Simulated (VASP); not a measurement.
# AlRu (Pm-3m) in VASP: further runs

The runs below take AlRu through single point, with r2SCAN.

All numbers are computed with VASP 6.6.1; they aren't measurements. Logs are shortened: lines on timing, memory, paths and dates and some standing lists are left out, and cuts for length are marked.

## 1. The cell of the first run

The structure is cubic, space group Pm-3m (No. 221). The conventional cell has a = 2.842 Å, b = 2.842 Å, c = 2.842 Å, α = 90.00°, β = 90.00°, γ = 90.00°. Al (site symmetry m-3m) has 8 Ru at 2.46 Å and 6 Al at 2.84 Å within 3.2 Å. Ru (site symmetry m-3m) has 8 Al at 2.46 Å and 6 Ru at 2.84 Å within 3.2 Å.

## 2. Single point, r2SCAN (strain -0.050 along x and y, -0.050 along z)

Input file POSCAR:

```
AlRu
1.0
    2.8420200000      0.0000000000      0.0000000000
    0.0000000000      2.8420200000      0.0000000000
    0.0000000000      0.0000000000      2.8420200000
Al Ru
1 1
Direct
    0.0000000000      0.0000000000      0.0000000000
    0.5000000000      0.5000000000      0.5000000000
```

Input file INCAR.step1:

```
SYSTEM = AlRu
  PREC = Accurate
  ENCUT = 520
  ISMEAR = 0
  SIGMA = 0.15
  LREAL = .FALSE.
  LASPH = .TRUE.
  NELM = 80
  NBANDS = 16
  GGA = PE
  ALGO = Normal
  EDIFF = 1E-4
  LWAVE = .TRUE.
  LCHARG = .FALSE.
```

Input file INCAR.step2:

```
SYSTEM = AlRu
  PREC = Accurate
  ENCUT = 520
  EDIFF = 1E-6
  ISMEAR = 0
  SIGMA = 0.15
  LREAL = .FALSE.
  LASPH = .TRUE.
  NELM = 80
  ALGO = Normal
  ISIF = 2
  LWAVE = .FALSE.
  LCHARG = .FALSE.
  METAGGA = R2SCAN
  LMIXTAU = .TRUE.
  NBANDS = 16
  ISTART = 1
```

Input file KPOINTS:

```
regular mesh
0
G
  16 16 16
  0 0 0
```

Potentials or basis: VASP PAW PBE potentials, release 64 (Al, Ru_pv).

The run is started by

```sh
> cat potpaw_PBE.64/Al/POTCAR potpaw_PBE.64/Ru_pv/POTCAR > POTCAR
> cp INCAR.step1 INCAR
> mpirun -np 1 vasp_std > vasp.out
> cp INCAR.step2 INCAR
> mpirun -np 1 vasp_std > vasp.out
```

OUTCAR:

```text
SYSTEM = AlRu
   PREC = Accurate
   ENCUT = 520
   EDIFF = 1E-6
   ISMEAR = 0
   LREAL = .FALSE.
   LASPH = .TRUE.
   NELM = 80
   ISIF = 2
   METAGGA = R2SCAN
   ISTART = 1

 ion  position               nearest neighbor table
   1  0.000  0.000  0.000-   2 2.46   2 2.46   2 2.46   2 2.46   2 2.46   2 2.46   2 2.46   2 2.46

   2  0.500  0.500  0.500-   1 2.46   1 2.46   1 2.46   1 2.46   1 2.46   1 2.46   1 2.46   1 2.46

  LATTYP: Found a simple cubic cell.
 ALAT       =     2.8420200000

  Lattice vectors:

 A1 = (   2.8420200000,   0.0000000000,   0.0000000000)
 A2 = (   0.0000000000,   2.8420200000,   0.0000000000)
 A3 = (   0.0000000000,   0.0000000000,   2.8420200000)

Analysis of symmetry for initial positions (statically):
=====================================================================
 Subroutine PRICEL returns:
 Original cell was already a primitive cell.

 Routine SETGRP: Setting up the symmetry group for a
 simple cubic supercell.

 Subroutine GETGRP returns: Found 48 space group operations
 (whereof 48 operations were pure point group operations)
 out of a pool of 48 trial point group operations.

The static configuration has the point symmetry O_h .

Analysis of symmetry for dynamics (positions and initial velocities):
=====================================================================
 Subroutine PRICEL returns:
 Original cell was already a primitive cell.

 Routine SETGRP: Setting up the symmetry group for a
 simple cubic supercell.

 Subroutine GETGRP returns: Found 48 space group operations
 (whereof 48 operations were pure point group operations)
 out of a pool of 48 trial point group operations.

The dynamic configuration has the point symmetry O_h .

 Subroutine INISYM returns: Found 48 space group operations
 (whereof 48 operations are pure point group operations),
 and found     1 'primitive' translations

----------------------------------------------------------------------------------------

                                     Primitive cell

  volume of cell :      22.9552

  direct lattice vectors                    reciprocal lattice vectors
     2.842020000  0.000000000  0.000000000     0.351862408  0.000000000  0.000000000
     0.000000000  2.842020000  0.000000000     0.000000000  0.351862408  0.000000000
     0.000000000  0.000000000  2.842020000     0.000000000  0.000000000  0.351862408

  length of vectors
     2.842020000  2.842020000  2.842020000     0.351862408  0.351862408  0.351862408

[... 74 lines left out ...]
   ISPIN  =      1    spin polarized calculation?
   LNONCOLLINEAR =      F non collinear calculations
   LSORBIT =      F    spin-orbit coupling
   LASPH  =      T    aspherical Exc in radial PAW
   ENCUT  =  520.0 eV  38.22 Ry    6.18 a.u.   5.28  5.28  5.28*2*pi/ulx,y,z
   NELM   =     80;   NELMIN=  2; NELMDL=  0     # of ELM steps
   EDIFF  = 0.1E-05   stopping-criterion for ELM
   LREAL  =      F    real-space projection
   EDIFFG = 0.1E-04   stopping-criterion for IOM
   NSW    =      0    number of steps for IOM
   IBRION =     -1    ionic relax: 0-MD 1-quasi-New 2-CG
   NFREE  =      0    steps in history (QN), initial steepest desc. (CG)
   ISIF   =      2    stress and relaxation
   ISYM   =      2    0-nonsym 1-usesym 2-fastsym
   POTIM  = 0.5000    time-step for ionic-motion
   TEBEG  =    0.0;   TEEND  =   0.0 temperature during run
   PSTRESS=    0.0 pullay stress
   NELECT =      17.0000    total number of electrons
   NUPDOWN=      -1.0000    fix difference up-down
   EMIN   =  10.00;   EMAX   =-10.00  energy-range for DOS
   EFERMI =   0.00;   METHOD = LEGACY
   ISMEAR =     0;   SIGMA  =   0.15  broadening in eV -4-tet -1-fermi 0-gaus
   EFERMI_NEDOS =   21; number of points for ismear=-14 and -15
   IALGO  =     38    algorithm
   IMIX   =      4    mixing-type and parameters
     AMIX     =   0.40;   BMIX     =  1.00
     AMIX_MAG =   1.60;   BMIX_MAG =  1.00
  volume/ion in A,a.u.               =      11.48        77.45
  Fermi-wavevector in a.u.,A,eV,Ry     =   1.481144  2.798957 29.848300  2.193788
  Thomas-Fermi vector in A             =   2.595091
   LORBIT       =      0    0 simple, 1 ext, 2 COOP (PROOUT), +10 PAW based schemes
   METAGGA = R2SCAN    functional components
   LHFCALC =     F    Hartree Fock is set to
   AEXX    =    0.0000 exact exchange contribution
   IVDW    =     0    specifies the selected vdW correction
   LEPSILON=     F    determine dielectric tensor
   LRPA    =     F    only Hartree local field effects (RPA)
 non-spin polarized calculation
 Gauss-broadening in eV      SIGMA  =   0.15
  energy-cutoff  :      520.00
  volume of cell :       22.96
 maximum number of plane-waves:       633
 NGX is ok and might be reduce to    24
   NGX = 11   NGY = 11   NGZ = 11

 number of electron      17.0000000 magnetization

 Free energy of the ion-electron system (eV)
  ---------------------------------------------------
  ext. energy  EPLUGINS =         0.00000000
  ---------------------------------------------------
  free energy    TOTEN  =       -33.18037865 eV

  energy without entropy =      -33.16547913  energy(sigma->0) =      -33.17292889

 E-fermi :  12.9296     XC(G=0): -14.4994

 val. band max:       12.9171113266   @ k =   0.0625   0.0625   0.0625
 cond. band min:      12.9365002159   @ k =   0.4375   0.1250   0.0625
 fundamental gap:      0.0193888893
 Fermi energy:        12.9296470884

 k-point     1 :       0.0000    0.0000    0.0000
  band No.  band energies     occupation
      1     -30.2188      2.00000
      2     -30.2188      2.00000
      3     -30.2188      2.00000
      4       1.7917      2.00000
      5       8.2414      2.00000
      6       8.2414      2.00000
[... 433 lines left out ...]
      3     -30.1778      2.00000
      4       6.3208      2.00000
      5       6.7672      2.00000
      6       9.5540      2.00000
[... 8 lines left out ...]
     15      27.0373      0.00000
     16      28.1855      0.00000

 [... further k-points ...]
[... 5 lines left out ...]
  --------------------------------------------------------------------------------------
  -------------------------------------------------------------------------------------
  Total        6.3465140      6.3465140      6.3465140      0.0000000     -0.0000000      0.0000000
  in kB      442.9599251    442.9599251    442.9599251      0.0000000     -0.0000000      0.0000000
  external PRESSURE =     442.9599251 kB  Pullay stress =       0.0000000 kB

 VOLUME and BASIS-vectors are now :
 -----------------------------------------------------------------------------
  energy-cutoff  :      520.00
  volume of cell :       22.96
      direct lattice vectors                 reciprocal lattice vectors
     2.842020000  0.000000000  0.000000000     0.351862408  0.000000000  0.000000000
     0.000000000  2.842020000  0.000000000     0.000000000  0.351862408  0.000000000
     0.000000000  0.000000000  2.842020000     0.000000000  0.000000000  0.351862408

 POSITION                                       TOTAL-FORCE (eV/Angst)
 -----------------------------------------------------------------------------------
      0.00000      0.00000      0.00000         0.000000      0.000000      0.000000
      1.42101      1.42101      1.42101         0.000000      0.000000      0.000000
 -----------------------------------------------------------------------------------
    total drift:                                0.000000     -0.000000     -0.000000

  FREE ENERGIE OF THE ION-ELECTRON SYSTEM (eV)
  ---------------------------------------------------
  free  energy   TOTEN  =       -33.1803786470 eV

  energy  without entropy=      -33.1654791255  energy(sigma->0) =      -33.17292889
```

OUTCAR.step1:

```text
SYSTEM = AlRu
   PREC = Accurate
   ENCUT = 520
   ISMEAR = 0
   LREAL = .FALSE.
   LASPH = .TRUE.
[... 679 lines left out ...]
      0.00000      0.00000      0.00000         0.000000      0.000000      0.000000
      1.42101      1.42101      1.42101         0.000000      0.000000      0.000000
 -----------------------------------------------------------------------------------
    total drift:                                0.000000     -0.000000     -0.000000

  FREE ENERGIE OF THE ION-ELECTRON SYSTEM (eV)
  ---------------------------------------------------
  free  energy   TOTEN  =       -13.7202234139 eV

  energy  without entropy=      -13.7044157673  energy(sigma->0) =      -13.71231959
```

OSZICAR.step1:

```text
N       E                     dE             d eps       ncg     rms          rms(c)
DAV:   1     0.120075534832E+03    0.12008E+03   -0.91824E+03  5392   0.101E+03
DAV:   2    -0.125038616423E+02   -0.13258E+03   -0.12670E+03  6312   0.304E+02
DAV:   3    -0.144058380407E+02   -0.19020E+01   -0.18964E+01  7040   0.378E+01
DAV:   4    -0.144181317562E+02   -0.12294E-01   -0.12286E-01  6176   0.323E+00
DAV:   5    -0.144182888502E+02   -0.15709E-03   -0.15709E-03  6280   0.357E-01    0.172E+01
DAV:   6    -0.137760004602E+02    0.64229E+00   -0.19794E+00  5696   0.159E+01    0.347E+00
DAV:   7    -0.137347051788E+02    0.41295E-01   -0.97732E-02  5640   0.363E+00    0.304E+00
DAV:   8    -0.137203020427E+02    0.14403E-01   -0.10228E-02  6312   0.844E-01    0.216E-01
DAV:   9    -0.137202234139E+02    0.78629E-04   -0.25097E-04  6384   0.150E-01
   1 F= -.13720223E+02 E0= -.13712320E+02  d E =-.158076E-01
```

Run time: 52 s. Hardware: 1 thread of Intel Xeon 6975P-C (Granite Rapids), shared host; peak memory 0.19 GiB.

Results:

```yaml
Free_energy: -33.1804 eV
Pressure: 44.3 GPa
Band_gap_on_the_k_mesh: zero (an odd number of electrons rules out a gap without spin polarisation)
```

Levels at points of the mesh, in eV from the Fermi level:
```tsv
k point	band 5	band 6	band 7	band 8	band 9	band 10	band 11	band 12	band 13	band 14
(0.00, 0.00, 0.00)	-4.69	-4.69	0.20	0.20	0.20	7.33	7.33	7.33	10.53	12.42
(0.50, 0.00, 0.00)	-5.96	-3.60	-2.10	-2.10	0.54	3.15	7.53	10.53	12.43	12.43
(0.50, 0.50, 0.00)	-3.89	-1.63	-1.63	-1.56	-1.56	2.13	6.80	8.50	10.53	12.72
(0.50, 0.50, 0.50)	-5.93	-5.93	2.26	2.26	4.19	4.76	4.76	4.76	10.53	10.56
```

Caveat: the cell differs from its parent crystal (strain -0.050 along x and y, -0.050 along z); the cell stands under pressure; the PAW data sets were made with another functional, which shifts forces and pressure a little.

## 3. Single point, r2SCAN (strain -0.025 along x and y, -0.025 along z)

Input file POSCAR:

```
AlRu
1.0
    2.9168100000      0.0000000000      0.0000000000
    0.0000000000      2.9168100000      0.0000000000
    0.0000000000      0.0000000000      2.9168100000
Al Ru
1 1
Direct
    0.0000000000      0.0000000000      0.0000000000
    0.5000000000      0.5000000000      0.5000000000
```

Input file INCAR.step1:

```
SYSTEM = AlRu
ALGO = Normal
EDIFF = 1E-4
ENCUT = 520
GGA = PE
ISMEAR = 0
LASPH = .TRUE.
LCHARG = .FALSE.
LREAL = .FALSE.
LWAVE = .TRUE.
NBANDS = 16
NELM = 80
PREC = Accurate
SIGMA = 0.15
```

Input file INCAR.step2:

```
SYSTEM = AlRu
ALGO = Normal
EDIFF = 1E-6
ENCUT = 520
ISIF = 2
ISMEAR = 0
ISTART = 1
LASPH = .TRUE.
LCHARG = .FALSE.
LMIXTAU = .TRUE.
LREAL = .FALSE.
LWAVE = .FALSE.
METAGGA = R2SCAN
NBANDS = 16
NELM = 80
PREC = Accurate
SIGMA = 0.15
```

Input file KPOINTS:

```
k-points
0
G
  16 16 16
  0 0 0
```

Potentials or basis: VASP PAW PBE potentials, release 64 (Al, Ru_pv).

The run is started by

```sh
> cat potpaw_PBE.64/Al/POTCAR potpaw_PBE.64/Ru_pv/POTCAR > POTCAR
> cp INCAR.step1 INCAR
> mpirun -np 1 vasp_std > vasp.out
> cp INCAR.step2 INCAR
> mpirun -np 1 vasp_std > vasp.out
```

Run time: 56 s. Hardware: 1 thread of Intel Xeon 6975P-C (Granite Rapids), shared host; peak memory 0.19 GiB.

Results (log left out):

| Quantity | Value |
| --- | --- |
| Free energy | -33.5298 eV |
| Pressure | 17.4 GPa |
| Band gap on the k mesh | zero (an odd number of electrons rules out a gap without spin polarisation) |

Levels at points of the mesh, in eV from the Fermi level:
```csv
k point,band 7,band 8,band 9,band 10,band 11,band 12
"(0.00, 0.00, 0.00)",0.18,0.18,0.18,6.90,6.90,6.90
"(0.50, 0.00, 0.00)",-1.89,-1.89,0.48,2.80,7.65,10.44
"(0.50, 0.50, 0.00)",-1.53,-1.43,-1.43,1.91,6.19,7.58
"(0.50, 0.50, 0.50)",2.02,2.02,3.68,4.51,4.51,4.51
```

Caveat: the cell differs from its parent crystal (strain -0.025 along x and y, -0.025 along z); the cell stands under pressure; the PAW data sets were made with another functional, which shifts forces and pressure a little.
